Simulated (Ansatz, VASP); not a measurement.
**Two plane-wave programs on Fe**

```
CELL_PARAMETERS angstrom
0.00000 2.45270 2.45270
2.45270 0.00000 2.45270
2.45270 2.45270 0.00000
ATOMIC_POSITIONS crystal
Fe 0.12500 0.12500 0.12500
Fe 0.87500 0.87500 0.87500
```

Alike in both runs: task single point; functional revPBE; k mesh 13 × 13 × 13; occupations fermi-dirac, width 0.1 eV; no spin polarisation.

|  | VASP | Ansatz |
| --- | --- | --- |
| version | VASP 6.6.1 | Ansatz 0.2.0 |
| potentials or method | VASP PAW PBE potentials, release 64 (Fe), cutoff 520 eV | plane waves (420 eV) with PAW, scalar-relativistic |
| valence electrons in the cell | 16 | 32 |

|  | VASP | Ansatz | Ansatz less VASP |
| --- | --- | --- | --- |
| pressure (GPa) | -1.3 | 0.0 | +1.30 |

VASP's potentials were made for PBE, not for revPBE. The functional is the same, so the differences come from potentials, cutoffs and numerics. VASP's potentials hold 16 valence electrons a cell and Ansatz's 32, so a difference there can come from the potentials and not from the codes.
